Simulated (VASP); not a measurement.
Write the native input for VASP 6.6.1 that does the following.

```
Task                   : single point
Functional             : PBE
Potentials or basis    : VASP PAW PBE potentials, release 64 (Y_sv, W_sv)
Cutoff                 : 500 eV
k mesh                 : 4 × 4 × 4
Occupations            : gaussian, width 0.1 eV
Spin                   : no spin polarisation
Dipole correction      : no
Further INCAR settings : ALGO = Normal; EDIFF = 1e-06; NBANDS = 32
```

The structure of Y3W lies in POSCAR:

```
Y3W
1.0
    4.6880764366      0.0000000000      0.0000000000
    0.0000000000      4.6880764366      0.0000000000
    0.0000000000      0.0000000000      4.6880764366
Y W
3 1
Direct
    0.0000000000      0.5000000000      0.5000000000
    0.5000000000      0.0000000000      0.5000000000
    0.5000000000      0.5000000000      0.0000000000
    0.0000000000      0.0000000000      0.0000000000
```

These files were run (other wordings do the same):

INCAR

```
SYSTEM = Y3W
ALGO     = Normal         ! electronic algorithm
EDIFF    = 1E-6           ! SCF threshold, eV
ENCUT    = 500            ! plane-wave cutoff, eV
GGA      = PE             ! functional
GGA_COMPAT= .FALSE.      
ISIF     = 2              ! what is computed and relaxed
ISMEAR   = 0              ! smearing method
LASPH    = .TRUE.         ! aspherical terms in the spheres
LCHARG   = .TRUE.         ! write CHGCAR
LELF     = .TRUE.         ! ELF
LREAL    = .FALSE.        ! projectors in reciprocal space
LVHAR    = .TRUE.       
LWAVE    = .FALSE.        ! write WAVECAR
NBANDS   = 32             ! bands
NELM     = 120            ! most SCF steps
PREC     = Accurate       ! precision mode
SIGMA    = 0.1            ! smearing width, eV
```

KPOINTS

```
k-points
0
G
  4 4 4
  0 0 0
```

Potentials or basis: VASP PAW PBE potentials, release 64 (Y_sv, W_sv).

The run is started by

```bash
$ cat potpaw_PBE.64/Y_sv/POTCAR potpaw_PBE.64/W_sv/POTCAR > POTCAR
$ mpirun -np 1 vasp_std > vasp.out
```

It gave:

* Pressure: -0.1 GPa
* Band gap on the k mesh: zero (an odd number of electrons rules out a gap without spin polarisation)

Caveat: spin-orbit coupling is left out, which moves the levels of the heavy elements.

Wall time 35 s on 1 thread of Intel Xeon 8259CL, on a shared host, peak memory 0.22 GiB.
